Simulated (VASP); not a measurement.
Here is a VASP 6.6.1 calculation.

The input INCAR:

```
ALGO = Normal
EDIFF = 1E-6
ENCUT = 520
GGA = PE
ISIF = 2
ISMEAR = 0
LASPH = True
LCHARG = False
LREAL = Auto
LWAVE = False
NBANDS = 135
NELM = 60
PREC = Accurate
SIGMA = 0.1
```

The input KPOINTS:

```
k-points
0
Gamma
  3 3 1
```

POSCAR

```
GeH2W12C12
1.0
    5.7948000000      0.0000000000      0.0000000000
   -2.8974000000      5.0184440000      0.0000000000
    0.0000000000      0.0000000000     19.0742500000
W C Ge H
12 12 1 2
Direct
    0.0000000000      0.0000000000      0.0524267009
    0.0001042666      0.0004539256      0.2017625857
   -0.0010970663     -0.0045617725      0.3524715257
    0.0000000000      0.5000000000      0.0524267009
   -0.0000771575      0.5000731302      0.2016290549
   -0.0008136679      0.5008590312      0.3523546666
    0.5000000000      0.0000000000      0.0524267009
    0.4997909217      0.0002020547      0.2020203678
    0.5006944125     -0.0006543861      0.3531606747
    0.5000000000      0.5000000000      0.0524267009
    0.4995418366      0.4998906035      0.2017634245
    0.5046058610      0.5011503566      0.3524680656
    0.3333333001      0.1666666002      0.1266026187
    0.3340605053      0.1659169655      0.2750559000
    0.3302008703      0.1698795483      0.4260124513
    0.3333333001      0.6666666002      0.1266026187
    0.3356580536      0.6689902288      0.2745669686
    0.3368076461      0.6668395622      0.4176365519
    0.8333333001      0.1666666002      0.1266026187
    0.8309790121      0.1643284253      0.2745752520
    0.8331955700      0.1632207114      0.4176511265
    0.8333333001      0.6666666002      0.1266026187
    0.8325034579      0.6674915571      0.2735807699
    0.8338065026      0.6661993239      0.4117420082
    0.1517348135      0.3483553866      0.4751199654
    0.3965214668      1.1035609842      0.4717692177
    0.1463318283      0.3538329809      0.5564245514
```

Potentials or basis: VASP PAW PBE potentials, release 64 (W_sv, C, Ge_d, H).

The run is started by

```sh
$ cat potpaw_PBE.64/W_sv/POTCAR potpaw_PBE.64/C/POTCAR potpaw_PBE.64/Ge_d/POTCAR potpaw_PBE.64/H/POTCAR > POTCAR
$ mpirun -np 1 vasp_std > vasp.out
```

(1) Estimate the band gap on the k mesh.

(2) Estimate the largest force.

## Answers

(1) zero (bands 116 and 117 overlap by 0.73 eV).

(2) 0.843 eV/Å.

Caveat: the k points lie up to 0.42 Å⁻¹ apart, too coarse for converged energies and pressures of a metal; spin-orbit coupling is left out, which moves the levels of the heavy elements.
